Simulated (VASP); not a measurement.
Crystal: Ca.

```
CELL_PARAMETERS angstrom
0.00000 2.79420 2.79420
2.79420 0.00000 2.79420
2.79420 2.79420 0.00000
ATOMIC_POSITIONS crystal
Ca 0.00000 0.00000 0.00000
```

* Program: VASP 6.6.1
* Task: relaxation of cell and atoms
* Functional: PBEsol
* Potentials or basis: VASP PAW PBE potentials, release 64 (Ca_sv)
* Cutoff: 500 eV
* k mesh: 7 × 7 × 7
* Occupations: fermi-dirac, width 0.1 eV
* Spin: no spin polarisation

At the start: pressure -1.1 GPa; volume 43.63 Å³/atom.

Problem. Where does the relaxation end?

Solution. Over 3 steps the energy falls by 11.2 meV/atom and the volume is 40.72 Å³/atom (-6.7 %); space group Fm-3m (No. 225, to 0.05 Å).

The path:
| step | energy change (eV) | largest force (eV/Å) | pressure (GPa) | volume (Å³) |
| --- | --- | --- | --- | --- |
| 1 | 0.0000 | 0.0000 | -1.14 | 43.63 |
| 2 | -0.0097 | 0.0000 | -0.44 | 41.69 |
| 3 | -0.0112 | 0.0000 | -0.03 | 40.72 |

Final structure:
```
CELL_PARAMETERS angstrom
0.00000 2.73064 2.73064
2.73064 0.00000 2.73064
2.73064 2.73064 0.00000
ATOMIC_POSITIONS crystal
Ca 0.00000 0.00000 0.00000
```

Caveat: the PAW data sets were made with another functional, which shifts forces and pressure a little.
